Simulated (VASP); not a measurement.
# H15NO6 in VASP: notebook

Runs on H15NO6. Level: PBE+D3(BJ). Tasks: single point.

All numbers are computed with VASP 6.6.1; they aren't measurements. Logs are shortened: lines on timing, memory, paths and dates and some standing lists are left out, and cuts for length are marked.

## (1) The cell of the first run

The cell holds an amorphous packing of atoms, 22 atoms: a = 6.222 Å, b = 6.222 Å, c = 6.222 Å, α = 90.00°, β = 90.00°, γ = 90.00°.

## (2) Single point, PBE+D3(BJ)

File INCAR:

```
SYSTEM = H15NO6
PREC     = Accurate       ! precision mode
ENCUT    = 520            ! plane-wave cutoff, eV
EDIFF    = 1E-6           ! SCF threshold, eV
ISMEAR   = -1             ! smearing method
SIGMA    = 0.02           ! smearing width, eV
LREAL    = Auto         
LASPH    = .TRUE.         ! aspherical terms in the spheres
NELM     = 80             ! most SCF steps
ALGO     = Normal         ! electronic algorithm
ISIF     = 2              ! what is computed and relaxed
LWAVE    = .FALSE.        ! write WAVECAR
LCHARG   = .FALSE.        ! write CHGCAR
GGA      = PE             ! functional
IVDW     = 12             ! dispersion correction
NBANDS   = 45             ! bands
```

File KPOINTS:

```
Automatic mesh
0
G
  1 1 1
  0 0 0
```

File POSCAR:

```
H15NO6
1.0
    6.2222230000      0.0000000000      0.0000000000
    0.0000000000      6.2222230000      0.0000000000
    0.0000000000      0.0000000000      6.2222230000
O H N
6 15 1
Direct
    0.3008550797      0.7487318907      0.7266509836
    0.4967203597      0.1384748211      0.6792501453
    0.8733685989      0.5479846048      0.4864965465
    0.2971291800      0.4198806425      0.4004609243
    0.4929319000      0.4409899639      1.0107021389
    0.8753685507      0.8702368664      0.8079059609
    0.1500149374      0.7897149479      0.7547368111
    0.2982412297      0.6518176712      0.6009426105
    0.4107544162      0.2284409480      0.5784107010
    0.4153872271      0.0013574831      0.6979841882
    0.7907984546      0.6572314831      0.3941321277
    0.7748447178      0.4282749096      0.5039327936
    0.3580196523      0.4217257547      0.2512996816
    0.1401554681      0.4392970268      0.3907051735
    0.4975223261      0.3153865332      0.9113091157
    0.4248682468      0.5528773284      0.9213995146
    0.7847899579      0.9843224854      0.7492031711
    0.8373127049      0.7437500469      0.7198073005
    0.5496327444      0.7895021398      0.1720873198
    0.5686095573      0.9492384608      0.3846327550
    0.7473505580      0.9596289147      0.1899729441
    0.6542708326      0.8571177768      0.2785142926
```

Potentials or basis: VASP PAW PBE potentials, release 64 (O, H, N).

Run with:

```bash
$ cat potpaw_PBE.64/O/POTCAR potpaw_PBE.64/H/POTCAR potpaw_PBE.64/N/POTCAR > POTCAR
$ mpirun -np 1 vasp_gam > vasp.out
```

OUTCAR:

```text
SYSTEM = H15NO6
   PREC = Accurate
   ENCUT = 520
   EDIFF = 1E-6
   ISMEAR = -1
   LREAL = Auto
   LASPH = .TRUE.
   NELM = 80
   ISIF = 2
   GGA = PE
   IVDW = 12
 IVDW          = 12

 ion  position               nearest neighbor table
   1  0.301  0.749  0.727-   8 0.99   7 0.99
   2  0.497  0.138  0.679-   9 1.00  10 1.00
   3  0.873  0.548  0.486-  12 0.97  11 1.03
   4  0.297  0.420  0.400-  14 0.99  13 1.00
   5  0.493  0.441  0.011-  16 0.99  15 1.00
   6  0.875  0.870  0.808-  17 0.98  18 0.99
   7  0.150  0.790  0.755-   1 0.99
   8  0.298  0.652  0.601-   1 0.99
   9  0.411  0.228  0.578-   2 1.00
  10  0.415  0.001  0.698-   2 1.00
  11  0.791  0.657  0.394-   3 1.03
  12  0.775  0.428  0.504-   3 0.97
  13  0.358  0.422  0.251-   4 1.00
  14  0.140  0.439  0.391-   4 0.99
  15  0.498  0.315  0.911-   5 1.00
  16  0.425  0.553  0.921-   5 0.99
  17  0.785  0.984  0.749-   6 0.98
  18  0.837  0.744  0.720-   6 0.99
  19  0.550  0.790  0.172-  22 1.02
  20  0.569  0.949  0.385-  22 1.02
  21  0.747  0.960  0.190-  22 1.02
  22  0.654  0.857  0.279-  19 1.02  21 1.02  20 1.02

  LATTYP: Found a simple cubic cell.
 ALAT       =     6.2222230000

  Lattice vectors:

 A1 = (   6.2222230000,   0.0000000000,   0.0000000000)
 A2 = (   0.0000000000,   6.2222230000,   0.0000000000)
 A3 = (   0.0000000000,   0.0000000000,   6.2222230000)

Analysis of symmetry for initial positions (statically):
=====================================================================
 Subroutine PRICEL returns:
 Original cell was already a primitive cell.

 Routine SETGRP: Setting up the symmetry group for a
 simple cubic supercell.

 Subroutine GETGRP returns: Found  1 space group operations
 (whereof  1 operations were pure point group operations)
 out of a pool of 48 trial point group operations.

The static configuration has the point symmetry C_1 .

Analysis of symmetry for dynamics (positions and initial velocities):
=====================================================================
 Subroutine PRICEL returns:
 Original cell was already a primitive cell.

 Routine SETGRP: Setting up the symmetry group for a
 simple cubic supercell.

 Subroutine GETGRP returns: Found  1 space group operations
 (whereof  1 operations were pure point group operations)
 out of a pool of 48 trial point group operations.

The dynamic configuration has the point symmetry C_1 .

 Subroutine INISYM returns: Found  1 space group operations
 (whereof  1 operations are pure point group operations),
 and found     1 'primitive' translations

----------------------------------------------------------------------------------------

                                     Primitive cell

  volume of cell :     240.9000

  direct lattice vectors                    reciprocal lattice vectors
     6.222223000  0.000000000  0.000000000     0.160714266  0.000000000  0.000000000
     0.000000000  6.222223000  0.000000000     0.000000000  0.160714266  0.000000000
     0.000000000  0.000000000  6.222223000     0.000000000  0.000000000  0.160714266

  length of vectors
     6.222223000  6.222223000  6.222223000     0.160714266  0.160714266  0.160714266

  position of ions in fractional coordinates (direct lattice)
     0.300855080  0.748731891  0.726650984
     0.496720360  0.138474821  0.679250145
     0.873368599  0.547984605  0.486496546
     0.297129180  0.419880642  0.400460924
     0.492931900  0.440989964  0.010702139
     0.875368551  0.870236866  0.807905961
[... 14 lines left out ...]
     0.747350558  0.959628915  0.189972944
     0.654270833  0.857117777  0.278514293

  ion indices of the primitive-cell ions
   primitive index   ion index
                 1           1
                 2           2
                 3           3
                 4           4
                 5           5
                 6           6
[... 14 lines left out ...]
                21          21
                22          22

----------------------------------------------------------------------------------------

 KPOINTS: Automatic mesh

Automatic generation of k-mesh.
 Grid dimensions read from file:
 generate k-points for:    1    1    1

 Generating k-lattice:

  Cartesian coordinates                     Fractional coordinates (reciprocal lattice)
     0.160714266  0.000000000  0.000000000     1.000000000  0.000000000  0.000000000
     0.000000000  0.160714266  0.000000000     0.000000000  1.000000000  0.000000000
     0.000000000  0.000000000  0.160714266     0.000000000  0.000000000  1.000000000

  Length of vectors
     0.160714266  0.160714266  0.160714266

  Shift w.r.t. Gamma in fractional coordinates (k-lattice)
     0.000000000  0.000000000  0.000000000

 Subroutine IBZKPT returns following result:
 ===========================================

 Found      1 irreducible k-points:

 Following reciprocal coordinates:
            Coordinates               Weight
  0.000000  0.000000  0.000000      1.000000
   k-points           NKPTS =      1   k-points in BZ     NKDIM =      1   number of bands    NBANDS=     45
   number of dos      NEDOS =    301   number of ions     NIONS =     22
   total plane-waves  NPLWV = 110592
   dimension x,y,z NGX =    48 NGY =   48 NGZ =   48
   dimension x,y,z NGXF=    96 NGYF=   96 NGZF=   96
   ions per type =               6  15   1
   NGX,Y,Z   is equivalent  to a cutoff of  12.82, 12.82, 12.82 a.u.
   NGXF,Y,Z  is equivalent  to a cutoff of  25.65, 25.65, 25.65 a.u.
 SYSTEM =  H15NO6
   PREC   = accura    normal or accurate (medium, high low for compatibility)
   ISTART =      0    job   : 0-new  1-cont  2-samecut
   ICHARG =      2    charge: 1-file 2-atom 10-const
   ISPIN  =      1    spin polarized calculation?
   LNONCOLLINEAR =      F non collinear calculations
   LSORBIT =      F    spin-orbit coupling
   LASPH  =      T    aspherical Exc in radial PAW
   ENCUT  =  520.0 eV  38.22 Ry    6.18 a.u.  11.57 11.57 11.57*2*pi/ulx,y,z
   NELM   =     80;   NELMIN=  2; NELMDL= -5     # of ELM steps
   EDIFF  = 0.1E-05   stopping-criterion for ELM
   LREAL  =      T    real-space projection
   EDIFFG = 0.1E-04   stopping-criterion for IOM
   NSW    =      0    number of steps for IOM
   IBRION =     -1    ionic relax: 0-MD 1-quasi-New 2-CG
   NFREE  =      0    steps in history (QN), initial steepest desc. (CG)
   ISIF   =      2    stress and relaxation
   ISYM   =      2    0-nonsym 1-usesym 2-fastsym
   POTIM  = 0.5000    time-step for ionic-motion
   TEBEG  =    0.0;   TEEND  =   0.0 temperature during run
   PSTRESS=    0.0 pullay stress
   NELECT =      56.0000    total number of electrons
   NUPDOWN=      -1.0000    fix difference up-down
   EMIN   =  10.00;   EMAX   =-10.00  energy-range for DOS
   EFERMI =   0.00;   METHOD = LEGACY
   ISMEAR =    -1;   SIGMA  =   0.02  broadening in eV -4-tet -1-fermi 0-gaus
   EFERMI_NEDOS =   21; number of points for ismear=-14 and -15
   IALGO  =     38    algorithm
   IMIX   =      4    mixing-type and parameters
     AMIX     =   0.40;   BMIX     =  1.00
     AMIX_MAG =   1.60;   BMIX_MAG =  1.00
  volume/ion in A,a.u.               =      10.95        73.89
  Fermi-wavevector in a.u.,A,eV,Ry     =   1.006604  1.902206 13.786122  1.013251
  Thomas-Fermi vector in A             =   2.139357
   LORBIT       =      0    0 simple, 1 ext, 2 COOP (PROOUT), +10 PAW based schemes
   GGA     = PE    functional components
   LHFCALC =     F    Hartree Fock is set to
   AEXX    =    0.0000 exact exchange contribution
   IVDW    =    12    specifies the selected vdW correction
   LEPSILON=     F    determine dielectric tensor
   LRPA    =     F    only Hartree local field effects (RPA)
 non-spin polarized calculation
  energy-cutoff  :      520.00
  volume of cell :      240.90
 maximum number of plane-waves:      3226
 NGX is ok and might be reduce to    48
   NGX = 23   NGY = 23   NGZ = 23

 number of electron      55.9999996 magnetization

 Free energy of the ion-electron system (eV)
  ---------------------------------------------------
  ext. energy  EPLUGINS =         0.00000000
  ---------------------------------------------------
  free energy    TOTEN  =      -108.08899887 eV

  energy without entropy =     -108.08899887  energy(sigma->0) =     -108.08899887

 E-fermi :  -3.3973     XC(G=0):  -6.3135

 val. band max:       -3.9270778417   @ k =   0.0000   0.0000   0.0000
 cond. band min:       0.8246327770   @ k =   0.0000   0.0000   0.0000
 fundamental gap:      4.7517106186
 Fermi energy:        -3.3972741307

 k-point     1 :       0.0000    0.0000    0.0000
  band No.  band energies     occupation
      1     -22.7872      2.00000
      2     -22.2437      2.00000
      3     -22.2095      2.00000
      4     -22.0595      2.00000
      5     -21.8738      2.00000
      6     -21.8082      2.00000
[... 32 lines left out ...]
     39       6.9395      0.00000
     40       7.2961      0.00000
 [bands above 40 left out]

------------------------ aborting loop because EDIFF is reached ----------------------------------------

 Edisp (eV)   -0.69529

 E8    (eV) :    -0.1430

  FORCE on cell =-STRESS in cart. coord.  units (eV):
  Direction    XX          YY          ZZ          XY          YZ          ZX
  --------------------------------------------------------------------------------------
  -------------------------------------------------------------------------------------
  Total      -0.08196    -1.15581    -1.05139     0.94347     0.03233     0.27982
  in kB      -0.54511    -7.68708    -6.99259     6.27486     0.21504     1.86099
  external pressure =       -5.07 kB  Pullay stress =        0.00 kB

 VOLUME and BASIS-vectors are now :
 -----------------------------------------------------------------------------
  energy-cutoff  :      520.00
  volume of cell :      240.90
      direct lattice vectors                 reciprocal lattice vectors
     6.222223000  0.000000000  0.000000000     0.160714266  0.000000000  0.000000000
     0.000000000  6.222223000  0.000000000     0.000000000  0.160714266  0.000000000
     0.000000000  0.000000000  6.222223000     0.000000000  0.000000000  0.160714266

 POSITION                                       TOTAL-FORCE (eV/Angst)
 -----------------------------------------------------------------------------------
      1.87199      4.65878      4.52138         0.077415     -0.058807      0.046819
      3.09070      0.86162      4.22645         0.017307     -0.014250     -0.038782
      5.43429      3.40968      3.02709         0.019327     -0.060123      0.070881
      1.84880      2.61259      2.49176        -0.021297     -0.014590      0.034952
      3.06713      2.74394      0.06659        -0.097668     -0.220863     -0.092815
      5.44674      5.41481      5.02697         0.071680     -0.056634      0.015987
[... 14 lines left out ...]
      4.65018      5.97103      1.18205         0.036737     -0.141193     -0.034988
      4.07102      5.33318      1.73298        -0.001899      0.152113     -0.057721
 -----------------------------------------------------------------------------------
    total drift:                                0.002345     -0.007053     -0.001837

  FREE ENERGIE OF THE ION-ELECTRON SYSTEM (eV)
  ---------------------------------------------------
  free  energy   TOTEN  =      -108.7842927308 eV

  energy  without entropy=     -108.7842927308  energy(sigma->0) =     -108.78429273
```

Wall time 26 s (1 thread of Intel Xeon 6975P-C, shared host); peak memory 0.31 GiB.

What came out:

```
Free energy                : -108.7843 eV
Pressure                   : -0.5 GPa
Largest force              : 0.259 eV/Å
Band gap on the k mesh     : 4.75 eV
Dispersion energy per atom : -0.032 eV
```

Forces on the atoms (eV/Å):
```
O    0.077 -0.059  0.047
O    0.017 -0.014 -0.039
O    0.019 -0.060  0.071
O   -0.021 -0.015  0.035
O   -0.098 -0.221 -0.093
O    0.072 -0.057  0.016
H   -0.105  0.090  0.028
H    0.013 -0.045 -0.075
H    0.000  0.038 -0.044
H    0.048  0.013  0.010
H   -0.021  0.170 -0.064
H   -0.062 -0.114  0.066
H   -0.003 -0.006  0.005
H   -0.036  0.051  0.059
H   -0.001  0.152  0.170
H   -0.074  0.107 -0.054
H   -0.007  0.142 -0.007
H    0.055 -0.084 -0.013
H    0.039 -0.042  0.018
H    0.052 -0.058 -0.042
H    0.037 -0.141 -0.035
N   -0.002  0.152 -0.058
```

Stress tensor (GPa, compression positive):
```
-0.05  0.63  0.19
 0.63 -0.77  0.02
 0.19  0.02 -0.70
```

Caveat: the k points lie up to 1.01 Å⁻¹ apart.

(Continued in part 2 of 2.)
